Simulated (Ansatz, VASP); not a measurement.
**Ti: VASP and Ansatz over several settings**

```
Ti
1.0
     2.93020    0.00000    0.00000
    -1.46510    2.53763    0.00000
     0.00000    0.00000    4.64859
Ti
2
Direct
  0.66667 0.33333 0.75000
  0.33333 0.66667 0.25000
```

Single points on this cell with VASP 6.6.1 and Ansatz 0.2.0. Each row is one pair of runs. Alike in all rows: spin: off; k mesh: 10 × 10 × 6; smearing: fermi-dirac, width 0.05 eV.

| level | VASP's potentials, cutoff | Ansatz's potentials, cutoff | gap on the k mesh at the Fermi level (eV), VASP | gap on the k mesh at the Fermi level (eV), Ansatz | pressure (GPa), VASP | pressure (GPa), Ansatz |
| --- | --- | --- | --- | --- | --- | --- |
| LDA | VASP PAW LDA potentials, release 64 (Ti_sv), 520 eV | Ansatz PAW, 420 eV | none | none | -8.0 | -7.9 |
| PBEsol+D3(BJ) | VASP PAW PBE potentials, release 64 (Ti_sv), 520 eV | Ansatz PAW, 420 eV | none | none | -9.5 | -9.3 |
| revPBE+D3(BJ) | VASP PAW PBE potentials, release 64 (Ti_sv), 520 eV | Ansatz PAW, 420 eV | none | ? | -8.2 | ? |
| r2SCAN+D4 | VASP PAW PBE potentials, release 64 (Ti_sv), 520 eV | Ansatz PAW, 500 eV | none | none | 0.0 | -0.4 |

Problem. Fill in what Ansatz gave in row 3.

Solution. gap on the k mesh at the Fermi level (eV): none; pressure (GPa): -7.9.

A gap of «none» marks a metal or a gap that the smearing closes.
